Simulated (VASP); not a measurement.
A run of VASP 6.6.1 is set up as follows.

INCAR

```
PREC = Accurate ; ENCUT = 520
EDIFF = 1E-6 ; ISMEAR = -1
SIGMA = 0.3447 ; LREAL = Auto
LASPH = True ; NELM = 80
ALGO = Normal ; ISIF = 2
LWAVE = False ; LCHARG = False
GGA = PE ; NBANDS = 61
```

File KPOINTS:

```
regular mesh
0
Gamma
  3 3 3
```

File POSCAR:

```
BAs3
1.0
    7.1150020000      0.1216840000     -0.0762260000
    0.1216840000      7.4579790000      0.0655730000
   -0.0762260000      0.0655730000      7.5605040000
B As
5 15
Direct
    0.9948240592      0.4969208170      0.8949711043
    0.2472435241      0.5522860995      0.4632539148
    0.9342050022      0.5128339926      0.1286574118
    0.3392461949      0.3778426342      0.5347746491
    0.0584442740      0.6015576453      0.3090485563
    0.6636666210      0.4267896729      0.1934403075
    0.9825792133      0.3332907286      0.4516923775
    0.6051319091      0.9565991037      0.1322484235
    0.7394702496      0.6496658007      0.9284601108
    0.0949221469      0.2908418209      0.7251546931
    0.5887889415      0.3666397708      0.5713812062
    0.1794033871      0.0207174344      0.8763319853
    0.3804691519      0.7480468452      0.0339892859
    0.9743731887      0.8623570995      0.3022278686
    0.2930319853      0.3517102598      0.2142116027
    0.1914505346      0.7641826358      0.5751877086
    0.3253327267      0.9840760429      0.3012690044
    0.8313630659      0.6677497355      0.5405552104
    0.6610648391      0.8827723917      0.7167086993
    0.6141116342      0.2116864211      0.9038064387
```

Potentials or basis: VASP PAW PBE potentials, release 64 (B, As).

Command:

```bash
$ cat potpaw_PBE.64/B/POTCAR potpaw_PBE.64/As/POTCAR > POTCAR
$ mpirun -np 1 vasp_std > vasp.out
```

Task: Predict the band gap on the k mesh.

Result: Zero (filled and empty bands overlap).

Task: Predict the largest force.

Result: 4.494 eV/Å.

Task: Predict the pressure.

Result: 6.2 GPa.

Stress tensor (GPa, compression positive):
```
 6.76 -2.37  1.66
-2.37  7.23 -1.99
 1.66 -1.99  4.72
```

Caveat: the atoms stand as in a frame of molecular dynamics; so wide a smearing shifts energies and pressures.
